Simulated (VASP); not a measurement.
# Cu (I4/mmm) in VASP: single point with PBEsol

Aim: the single point of Cu with PBEsol.

Program: VASP 6.6.1. These are calculated values, not measurements. Logs are shortened: lines on timing, memory, paths and dates and some standing lists are left out, and cuts for length are marked.

## Step 1: The cell of the first run

It takes space group I4/mmm (No. 139, tetragonal). Conventional cell: a = 3.004 Å, b = 3.004 Å, c = 2.769 Å, α = 90.00°, β = 90.00°, γ = 90.00°. Within 3.3 Å of Cu (site symmetry 4/mmm) lie 14 Cu at 2.54 to 3.00 Å.

## Step 2: Single point, PBEsol (volume scaled by 1.10, then relaxed in part)

INCAR

```
SYSTEM = Cu
  ALGO = Normal
  EDIFF = 1E-7
  ENCUT = 520
  GGA = PS
  ISIF = 2
  ISMEAR = 0
  LASPH = .TRUE.
  LCHARG = .FALSE.
  LREAL = .FALSE.
  LWAVE = .FALSE.
  NBANDS = 12
  NELM = 80
  PREC = Accurate
  SIGMA = 0.1
```

KPOINTS

```
k-points
0
G
  20 20 20
  0 0 0
```

POSCAR

```
Cu
1.0
   -1.5021961666      1.5021961666      1.3844313494
    1.5021961666     -1.5021961666      1.3844313494
    1.5021961666      1.5021961666     -1.3844313494
Cu
1
Direct
    0.0000000000      0.0000000000      0.0000000000
```

Potentials or basis: VASP PAW PBE potentials, release 64 (Cu).

On the command line:

```console
> cat potpaw_PBE.64/Cu/POTCAR > POTCAR
> mpirun -np 1 vasp_std > vasp.out
```

OUTCAR:

```text
SYSTEM = Cu
   EDIFF = 1E-7
   ENCUT = 520
   GGA = PS
   ISIF = 2
   ISMEAR = 0
   LASPH = .TRUE.
   LREAL = .FALSE.
   NELM = 80
   PREC = Accurate

 ion  position               nearest neighbor table
   1  0.000  0.000  0.000-

  LATTYP: Found a body centered tetragonal cell.
 ALAT       =     3.0043923332
 C/A-ratio  =     0.9216049010

  Lattice vectors:

 A1 = (  -1.5021961666,   1.5021961666,   1.3844313494)
 A2 = (   1.5021961666,  -1.5021961666,   1.3844313494)
 A3 = (   1.5021961666,   1.5021961666,  -1.3844313494)

Analysis of symmetry for initial positions (statically):
=====================================================================
 Subroutine PRICEL returns:
 Original cell was already a primitive cell.

 Routine SETGRP: Setting up the symmetry group for a
 body centered tetragonal supercell.

 Subroutine GETGRP returns: Found 16 space group operations
 (whereof 16 operations were pure point group operations)
 out of a pool of 16 trial point group operations.

The static configuration has the point symmetry D_4h.

Analysis of symmetry for dynamics (positions and initial velocities):
=====================================================================
 Subroutine PRICEL returns:
 Original cell was already a primitive cell.

 Routine SETGRP: Setting up the symmetry group for a
 body centered tetragonal supercell.

 Subroutine GETGRP returns: Found 16 space group operations
 (whereof 16 operations were pure point group operations)
 out of a pool of 16 trial point group operations.

The dynamic configuration has the point symmetry D_4h.

 Subroutine INISYM returns: Found 16 space group operations
 (whereof 16 operations are pure point group operations),
 and found     1 'primitive' translations

----------------------------------------------------------------------------------------

                                     Primitive cell

  volume of cell :      12.4964

  direct lattice vectors                    reciprocal lattice vectors
    -1.502196167  1.502196167  1.384431349     0.000000000  0.332846010  0.361159114
     1.502196167 -1.502196167  1.384431349     0.332846010  0.000000000  0.361159114
     1.502196167  1.502196167 -1.384431349     0.332846010  0.332846010  0.000000000

  length of vectors
     2.535712288  2.535712288  2.535712288     0.491143942  0.491143942  0.470715341

  position of ions in fractional coordinates (direct lattice)
     0.000000000  0.000000000  0.000000000

  ion indices of the primitive-cell ions
   primitive index   ion index
                 1           1

----------------------------------------------------------------------------------------

 KPOINTS: k-points

Automatic generation of k-mesh.
 Grid dimensions read from file:
 generate k-points for:   20   20   20

 Generating k-lattice:

  Cartesian coordinates                     Fractional coordinates (reciprocal lattice)
     0.000000000  0.016642300  0.018057956     0.050000000  0.000000000  0.000000000
     0.016642300  0.000000000  0.018057956     0.000000000  0.050000000  0.000000000
     0.016642300  0.016642300  0.000000000     0.000000000  0.000000000  0.050000000

  Length of vectors
     0.024557197  0.024557197  0.023535767

  Shift w.r.t. Gamma in fractional coordinates (k-lattice)
     0.000000000  0.000000000  0.000000000

 Subroutine IBZKPT returns following result:
 ===========================================

 Found    641 irreducible k-points:

 Following reciprocal coordinates:
            Coordinates               Weight
  0.000000  0.000000  0.000000      1.000000
  0.050000 -0.000000  0.000000      8.000000
  0.100000  0.000000  0.000000      8.000000
  0.150000  0.000000  0.000000      8.000000
  0.200000  0.000000  0.000000      8.000000
  0.250000 -0.000000  0.000000      8.000000
[... 16 lines left out ...]
 -0.400000  0.050000  0.000000     16.000000
 -0.350000  0.050000  0.000000     16.000000
 [... further k-points ...]
   k-points           NKPTS =    641   k-points in BZ     NKDIM =    641   number of bands    NBANDS=     12
   number of dos      NEDOS =    301   number of ions     NIONS =      1
   total plane-waves  NPLWV =   8000
   dimension x,y,z NGX =    20 NGY =   20 NGZ =   20
   dimension x,y,z NGXF=    40 NGYF=   40 NGZF=   40
   ions per type =               1
   NGX,Y,Z   is equivalent  to a cutoff of  13.11, 13.11, 13.11 a.u.
   NGXF,Y,Z  is equivalent  to a cutoff of  26.22, 26.22, 26.22 a.u.
 SYSTEM =  Cu
   PREC   = accura    normal or accurate (medium, high low for compatibility)
   ISTART =      0    job   : 0-new  1-cont  2-samecut
   ICHARG =      2    charge: 1-file 2-atom 10-const
   ISPIN  =      1    spin polarized calculation?
   LNONCOLLINEAR =      F non collinear calculations
   LSORBIT =      F    spin-orbit coupling
   LASPH  =      T    aspherical Exc in radial PAW
   ENCUT  =  520.0 eV  38.22 Ry    6.18 a.u.   4.71  4.71  4.71*2*pi/ulx,y,z
   NELM   =     80;   NELMIN=  2; NELMDL= -5     # of ELM steps
   EDIFF  = 0.1E-06   stopping-criterion for ELM
   LREAL  =      F    real-space projection
   EDIFFG = 0.1E-05   stopping-criterion for IOM
   NSW    =      0    number of steps for IOM
   IBRION =     -1    ionic relax: 0-MD 1-quasi-New 2-CG
   NFREE  =      0    steps in history (QN), initial steepest desc. (CG)
   ISIF   =      2    stress and relaxation
   ISYM   =      2    0-nonsym 1-usesym 2-fastsym
   POTIM  = 0.5000    time-step for ionic-motion
   TEBEG  =    0.0;   TEEND  =   0.0 temperature during run
   PSTRESS=    0.0 pullay stress
   NELECT =      11.0000    total number of electrons
   NUPDOWN=      -1.0000    fix difference up-down
   EMIN   =  10.00;   EMAX   =-10.00  energy-range for DOS
   EFERMI =   0.00;   METHOD = LEGACY
   ISMEAR =     0;   SIGMA  =   0.10  broadening in eV -4-tet -1-fermi 0-gaus
   EFERMI_NEDOS =   21; number of points for ismear=-14 and -15
   IALGO  =     38    algorithm
   IMIX   =      4    mixing-type and parameters
     AMIX     =   0.40;   BMIX     =  1.00
     AMIX_MAG =   1.60;   BMIX_MAG =  1.00
  volume/ion in A,a.u.               =      12.50        84.33
  Fermi-wavevector in a.u.,A,eV,Ry     =   1.568956  2.964897 33.492422  2.461624
  Thomas-Fermi vector in A             =   2.670910
   LORBIT       =      0    0 simple, 1 ext, 2 COOP (PROOUT), +10 PAW based schemes
   GGA     = PS    functional components
   LHFCALC =     F    Hartree Fock is set to
   AEXX    =    0.0000 exact exchange contribution
   IVDW    =     0    specifies the selected vdW correction
   LEPSILON=     F    determine dielectric tensor
   LRPA    =     F    only Hartree local field effects (RPA)
 non-spin polarized calculation
 Gauss-broadening in eV      SIGMA  =   0.10
  energy-cutoff  :      520.00
  volume of cell :       12.50
 maximum number of plane-waves:       353
   NGX =  9   NGY =  9   NGZ =  9

 number of electron      10.9999995 magnetization

 Free energy of the ion-electron system (eV)
  ---------------------------------------------------
  ext. energy  EPLUGINS =         0.00000000
  ---------------------------------------------------
  free energy    TOTEN  =        -4.22720301 eV

  energy without entropy =       -4.22488087  energy(sigma->0) =       -4.22604194

 E-fermi :   6.7116     XC(G=0): -12.5820

 val. band max:        6.7100427445   @ k =   0.5000   0.3500   0.0000
 cond. band min:       6.7238336532   @ k =  -0.2500  -0.3000   0.1500
 fundamental gap:      0.0137909088
 Fermi energy:         6.7116301679

 k-point     1 :       0.0000    0.0000    0.0000
  band No.  band energies     occupation
      1      -2.2367      2.00000
      2       3.6067      2.00000
      3       3.9116      2.00000
      4       3.9116      2.00000
      5       4.5421      2.00000
      6       4.8658      2.00000
      7      30.1598      0.00000
      8      30.1598      0.00000
      9      32.5199      0.00000
     10      33.7688      0.00000
     11      33.8333      0.00000
     12      33.8338      0.00000

 k-point     2 :       0.0500   -0.0000    0.0000
  band No.  band energies     occupation
      1      -2.1411      2.00000
      2       3.6167      2.00000
      3       3.9082      2.00000
      4       3.9175      2.00000
      5       4.5455      2.00000
      6       4.8517      2.00000
      7      29.7059      0.00000
      8      29.8017      0.00000
      9      31.3584      0.00000
     10      32.6924      0.00000
     11      33.0756      0.00000
     12      33.5913      0.00000

 k-point     3 :       0.1000    0.0000    0.0000
  band No.  band energies     occupation
      1      -1.8567      2.00000
      2       3.6203      2.00000
      3       3.8941      2.00000
      4       3.9616      2.00000
      5       4.5578      2.00000
      6       4.8159      2.00000
      7      28.1906      0.00000
      8      29.0107      0.00000
      9      29.3277      0.00000
     10      31.2908      0.00000
     11      32.2006      0.00000
     12      33.6156      0.00000
[... 286 lines left out ...]
 k-point    23 :      -0.4000    0.0500    0.0000
  band No.  band energies     occupation
      1       1.7148      2.00000
      2       3.1449      2.00000
      3       4.3421      2.00000
      4       4.7051      2.00000
      5       4.8982      2.00000
      6       5.3078      2.00000
      7      14.6169      0.00000
      8      22.4614      0.00000
      9      23.8520      0.00000
     10      27.7452      0.00000
     11      30.3901      0.00000
     12      39.1519      0.00000

 k-point    24 :      -0.3500    0.0500    0.0000
  band No.  band energies     occupation
      1       1.1719      2.00000
      2       3.2329      2.00000
      3       3.9199      2.00000
      4       4.6986      2.00000
      5       4.7902      2.00000
      6       4.9983      2.00000
      7      16.8345      0.00000
      8      23.0035      0.00000
      9      24.6180      0.00000
     10      28.0706      0.00000
     11      30.7069      0.00000
     12      37.9638      0.00000

 [... further k-points ...]
[... 5 lines left out ...]
  --------------------------------------------------------------------------------------
  -------------------------------------------------------------------------------------
  Total       -0.9107114     -0.9107114     -0.9112131      0.0000000      0.0000000      0.0000000
  in kB     -116.7633723   -116.7633723   -116.8276973      0.0000000      0.0000000      0.0000000
  external PRESSURE =    -116.7848140 kB  Pullay stress =       0.0000000 kB

 VOLUME and BASIS-vectors are now :
 -----------------------------------------------------------------------------
  energy-cutoff  :      520.00
  volume of cell :       12.50
      direct lattice vectors                 reciprocal lattice vectors
    -1.502196167  1.502196167  1.384431349     0.000000000  0.332846010  0.361159114
     1.502196167 -1.502196167  1.384431349     0.332846010  0.000000000  0.361159114
     1.502196167  1.502196167 -1.384431349     0.332846010  0.332846010  0.000000000

 POSITION                                       TOTAL-FORCE (eV/Angst)
 -----------------------------------------------------------------------------------
      0.00000      0.00000      0.00000         0.000000      0.000000      0.000000
 -----------------------------------------------------------------------------------
    total drift:                               -0.000000     -0.000000      0.000000

  FREE ENERGIE OF THE ION-ELECTRON SYSTEM (eV)
  ---------------------------------------------------
  free  energy   TOTEN  =        -4.2272030053 eV

  energy  without entropy=       -4.2248808664  energy(sigma->0) =       -4.22604194
```

Wall time 57 s (1 thread of AMD EPYC 9R45 (Zen 5), shared host); peak memory 0.17 GiB.

What came out:

| Property | Result |
| --- | --- |
| Free energy | -4.2272 eV |
| Pressure | -11.7 GPa |

Levels at points of the mesh, in eV from the Fermi level:
```
           k point  band 2  band 3  band 4  band 5  band 6  band 7  band 8  band 9  band 10  band 11
(0.00, 0.00, 0.00)   -3.10   -2.80   -2.80   -2.17   -1.85   23.45   23.45   25.81    27.06    27.12
(0.50, 0.00, 0.00)   -3.68   -2.02   -1.74   -1.32   -0.25    4.36   16.13   16.36    20.08    22.71
(0.50, 0.50, 0.00)   -3.31   -2.25   -1.96   -1.35   -0.84    3.50   18.44   18.50    22.02    24.57
(0.50, 0.50, 0.50)   -4.28   -1.49   -1.49   -1.42    6.97    6.97    9.99   12.43    12.87    16.05
```

Caveat: the PAW data sets were made with another functional, which shifts forces and pressure a little.
